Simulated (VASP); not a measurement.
# W (Im-3m) in VASP: relaxation of cell and atoms with PBEsol

Aim: the relaxation of cell and atoms of W with PBEsol.

Everything below comes from runs of VASP 6.6.1. Logs are shortened: lines on timing, memory, paths and dates and some standing lists are left out, and cuts for length are marked.

## (1) The cell of the first run

Symmetry: Im-3m, No. 229, cubic system. Conventional cell: a = 3.154 Å, b = 3.154 Å, c = 3.154 Å, α = 90.00°, β = 90.00°, γ = 90.00°. Within 3.6 Å of W (site symmetry m-3m) lie 14 W at 2.73 to 3.15 Å.

## (2) Relaxation of cell and atoms, PBEsol

The input, INCAR:

```
PREC = Accurate
ENCUT = 600
EDIFF = 1E-6
ISMEAR = 0
SIGMA = 0.1
LREAL = False
LASPH = True
NELM = 80
ALGO = Fast
ISIF = 3
LWAVE = False
LCHARG = False
GGA = PS
IBRION = 2
NSW = 80
EDIFFG = -0.015
```

The input, KPOINTS:

```
Automatic mesh
0
Gamma
  14 14 14
```

The input, POSCAR:

```
W
1.0
    3.1543818990      0.0000000000      0.0000000000
    0.0000000000      3.1543818990      0.0000000000
   -1.5771909495     -1.5771909495      4.7315728484
W
3
Direct
    0.0000000000      0.0000000000      0.0000000000
    0.3333333333      0.3333333333      0.6666666667
    0.6666666667      0.6666666667      0.3333333333
```

Potentials or basis: VASP PAW PBE potentials, release 64 (W_sv).

The run is started by

```
$ cat potpaw_PBE.64/W_sv/POTCAR > POTCAR
$ mpirun -np 1 vasp_std > vasp.out
```

OUTCAR:

```text
PREC = Accurate
   ENCUT = 600
   EDIFF = 1E-6
   ISMEAR = 0
   LREAL = False
   LASPH = True
   NELM = 80
   ISIF = 3
   GGA = PS
   IBRION = 2
   NSW = 80
   EDIFFG = -0.015

 ion  position               nearest neighbor table
   1  0.000  0.000  0.000-   2 2.73   3 2.73   3 2.73   3 2.73   2 2.73   2 2.73   3 2.73   2 2.73
                             3 3.15   2 3.15
   2  0.333  0.333  0.667-   1 2.73   3 2.73   1 2.73   1 2.73   1 2.73   3 2.73   3 2.73   3 2.73
                             3 3.15   1 3.15
   3  0.667  0.667  0.333-   1 2.73   2 2.73   1 2.73   1 2.73   1 2.73   2 2.73   2 2.73   2 2.73
                             2 3.15   1 3.15

  LATTYP: Found a body centered tetragonal cell.
 ALAT       =     3.1543818990
 C/A-ratio  =     2.9999999999

  Lattice vectors:

 A1 = (   1.5771909495,  -1.5771909495,  -4.7315728484)
 A2 = (  -1.5771909495,   1.5771909495,  -4.7315728484)
 A3 = (   1.5771909495,   1.5771909495,   4.7315728484)

Analysis of symmetry for initial positions (statically):
=====================================================================
 Subroutine PRICEL returns following result:

  LATTYP: Found a body centered cubic cell.
 ALAT       =     3.1543818992

  Lattice vectors:

 A1 = (  -1.5771909492,   1.5771909498,  -1.5771909498)
 A2 = (  -1.5771909493,  -1.5771909493,   1.5771909493)
 A3 = (   1.5771909492,   1.5771909492,   1.5771909498)

   3 primitive cells build up your supercell.

 Routine SETGRP: Setting up the symmetry group for a
 body centered tetragonal supercell.

 Subroutine GETGRP returns: Found 16 space group operations
 (whereof 16 operations were pure point group operations)
 out of a pool of 16 trial point group operations.

The static configuration has the point symmetry D_4h.

Analysis of symmetry for dynamics (positions and initial velocities):
=====================================================================
 Subroutine PRICEL returns following result:

  LATTYP: Found a body centered cubic cell.
 ALAT       =     3.1543818992

  Lattice vectors:

 A1 = (  -1.5771909492,   1.5771909498,  -1.5771909498)
[... 108 lines left out ...]
   ENCUT  =  600.0 eV  44.10 Ry    6.64 a.u.   6.30  6.30 10.45*2*pi/ulx,y,z
   NELM   =     80;   NELMIN=  2; NELMDL= -5     # of ELM steps
   EDIFF  = 0.1E-05   stopping-criterion for ELM
   LREAL  =      F    real-space projection
   EDIFFG = -.1E-01   stopping-criterion for IOM
   NSW    =     80    number of steps for IOM
   IBRION =      2    ionic relax: 0-MD 1-quasi-New 2-CG
   NFREE  =      1    steps in history (QN), initial steepest desc. (CG)
   ISIF   =      3    stress and relaxation
   ISYM   =      2    0-nonsym 1-usesym 2-fastsym
   POTIM  = 0.5000    time-step for ionic-motion
   TEBEG  =    0.0;   TEEND  =   0.0 temperature during run
   PSTRESS=    0.0 pullay stress
   NELECT =      42.0000    total number of electrons
   NUPDOWN=      -1.0000    fix difference up-down
   EMIN   =  10.00;   EMAX   =-10.00  energy-range for DOS
   EFERMI =   0.00;   METHOD = LEGACY
   ISMEAR =     0;   SIGMA  =   0.10  broadening in eV -4-tet -1-fermi 0-gaus
   EFERMI_NEDOS =   21; number of points for ismear=-14 and -15
   IALGO  =     68    algorithm
   IMIX   =      4    mixing-type and parameters
     AMIX     =   0.40;   BMIX     =  1.00
     AMIX_MAG =   1.60;   BMIX_MAG =  1.00
  volume/ion in A,a.u.               =      15.69       105.90
  Fermi-wavevector in a.u.,A,eV,Ry     =   1.575965  2.978142 33.792323  2.483666
  Thomas-Fermi vector in A             =   2.676869
   LORBIT       =      0    0 simple, 1 ext, 2 COOP (PROOUT), +10 PAW based schemes
   GGA     = PS    functional components
   LHFCALC =     F    Hartree Fock is set to
   AEXX    =    0.0000 exact exchange contribution
   IVDW    =     0    specifies the selected vdW correction
   LEPSILON=     F    determine dielectric tensor
   LRPA    =     F    only Hartree local field effects (RPA)
 conjugate gradient relaxation of ions
 non-spin polarized calculation
 RMM-DIIS sequential band-by-band and
 Gauss-broadening in eV      SIGMA  =   0.10
  energy-cutoff  :      600.00
  volume of cell :       47.08
 maximum number of plane-waves:      1596
 NGX is ok and might be reduce to    28
   NGX = 13   NGY = 13   NGZ = 21

--------------------------------------- Ionic step        1  -------------------------------------------

 number of electron      42.0000000 magnetization

 Free energy of the ion-electron system (eV)
  ---------------------------------------------------
  ext. energy  EPLUGINS =         0.00000000
  ---------------------------------------------------
  free energy    TOTEN  =       -41.41744448 eV

  energy without entropy =      -41.40983398  energy(sigma->0) =      -41.41363923

------------------------ aborting loop because EDIFF is reached ----------------------------------------

  FORCE on cell =-STRESS in cart. coord.  units (eV):
  Direction    XX          YY          ZZ          XY          YZ          ZX
  --------------------------------------------------------------------------------------
  -------------------------------------------------------------------------------------
  Total        0.2013365      0.2013365      0.3275074      0.0000000      0.0000000      0.0000000
  in kB        6.8517106      6.8517106     11.1454513      0.0000000      0.0000000      0.0000000
  external PRESSURE =       8.2829575 kB  Pullay stress =       0.0000000 kB
[... 283 lines left out ...]
--------------------------------------- Ionic step        9  -------------------------------------------

 number of electron      42.0000000 magnetization

 Free energy of the ion-electron system (eV)
  ---------------------------------------------------
  ext. energy  EPLUGINS =         0.00000000
  ---------------------------------------------------
  free energy    TOTEN  =       -41.41770369 eV

  energy without entropy =      -41.41019602  energy(sigma->0) =      -41.41394985

 E-fermi :  11.4388     XC(G=0): -13.8068

 val. band max:       11.4384548580   @ k =   0.2857   0.0000  -0.0000
 cond. band min:      11.4407018392   @ k =   0.3571   0.0000   0.0000
 fundamental gap:      0.0022469812
 Fermi energy:        11.4387713674

 k-point     1 :       0.0000    0.0000    0.0000
  band No.  band energies     occupation
      1     -62.7480      2.00000
      2     -62.5591      2.00000
      3     -62.5591      2.00000
      4     -27.1756      2.00000
      5     -27.1756      2.00000
      6     -26.9845      2.00000
[... 661 lines left out ...]
     24      13.1140      0.00000
     25      13.2379      0.00000

 [... further k-points ...]
[... 5 lines left out ...]
  --------------------------------------------------------------------------------------
  -------------------------------------------------------------------------------------
  Total        0.0141428      0.0141428     -0.0104105      0.0000000      0.0000000      0.0000000
  in kB        0.4803160      0.4803160     -0.3535623      0.0000000      0.0000000      0.0000000
  external PRESSURE =       0.2023566 kB  Pullay stress =       0.0000000 kB
[... 18 lines left out ...]
  FREE ENERGIE OF THE ION-ELECTRON SYSTEM (eV)
  ---------------------------------------------------
  free  energy   TOTEN  =       -41.4177036855 eV

  energy  without entropy=      -41.4101960224  energy(sigma->0) =      -41.41394985

 reached required accuracy - stopping structural energy minimisation
```

OSZICAR:

```text
N       E                     dE             d eps       ncg     rms          rms(c)
DAV:   1     0.496311823201E+03    0.49631E+03   -0.26693E+04 12208   0.218E+03
DAV:   2    -0.211410331754E+02   -0.51745E+03   -0.51238E+03 13196   0.620E+02
DAV:   3    -0.430853944241E+02   -0.21944E+02   -0.21349E+02 15199   0.115E+02
DAV:   4    -0.434758298055E+02   -0.39044E+00   -0.38789E+00 14220   0.154E+01
[... 70 lines left out ...]
DAV:   1    -0.414179433730E+02   -0.26426E-03   -0.11666E-02 12877   0.100E+00    0.924E-02
RMM:   2    -0.414177682373E+02    0.17514E-03   -0.23576E-04 12987   0.135E-01    0.490E-02
RMM:   3    -0.414177010558E+02    0.67182E-04   -0.18454E-04 12888   0.912E-02    0.103E-02
RMM:   4    -0.414177032962E+02   -0.22404E-05   -0.27094E-05 12996   0.307E-02    0.416E-03
RMM:   5    -0.414177036855E+02   -0.38932E-06   -0.46800E-06  8975   0.139E-02
   9 F= -.41417704E+02 E0= -.41413950E+02  d E =-.246997E-04
```

CONTCAR:

```text
W
   1.00000000000000
     3.1549318968267728    0.0000000000000000   -0.0000000000000000
     0.0000000000000000    3.1549318968267728   -0.0000000000000000
    -1.5774659484133864   -1.5774659484133864    4.7395618436466984
  W
     3
Direct
     0.0000000000000000    0.0000000000000000    1.0000000000000000
     0.3333333332999970    0.3333333332999970    0.6666666667000030
     0.6666666667000030    0.6666666667000030    0.3333333332999970

  0.00000000E+00  0.00000000E+00  0.00000000E+00
  0.00000000E+00  0.00000000E+00  0.00000000E+00
  0.00000000E+00  0.00000000E+00  0.00000000E+00
```

Run time: 20 min. Hardware: 1 thread of Intel Xeon Platinum 8488C (Sapphire Rapids), shared host; peak memory 0.4 GiB.

Results:

| Property | Result |
| --- | --- |
| Free energy | -41.4177 eV |
| Relaxed volume | 15.73 Å³/atom |
| Relaxed cell | a = 3.155 Å, b = 3.155 Å, c = 5.238 Å, α = 107.53°, β = 107.53°, γ = 90.00° |
| Space group after relaxing (to 0.1 Å) | Im-3m (No. 229) |
| Energy gained by relaxing | 0.1 meV/atom |
| Ionic steps | 9 |
| Pressure after relaxing | 0.0 GPa |
| Band gap on the k mesh | zero (bands 21 and 22 overlap by 2.40 eV) |

The path:
```csv
step,energy change (eV),largest force (eV/Å),pressure (GPa),volume (Å³)
1,0.0000,0.0000,0.83,47.08
2,0.0041,0.0000,-3.70,47.63
3,-0.0002,0.0000,-0.30,47.22
4,-0.0002,0.0000,-0.04,47.19
5,-0.0002,0.0000,-0.08,47.18
6,-0.0002,0.0000,0.35,47.13
7,-0.0002,0.0000,-0.02,47.18
8,-0.0002,0.0000,0.02,47.18
9,-0.0003,0.0000,0.02,47.18
```

Final structure:
```
CELL_PARAMETERS angstrom
3.15493 0.00000 0.00000
0.00000 3.15493 0.00000
-1.57747 -1.57747 4.73956
ATOMIC_POSITIONS crystal
W 0.00000 0.00000 0.00000
W 0.33333 0.33333 0.66667
W 0.66667 0.66667 0.33333
```

Caveat: the highest band is partly filled, so the run has too few bands; the PAW data sets were made with another functional, which shifts forces and pressure a little; spin-orbit coupling is left out, which moves the levels of the heavy elements.
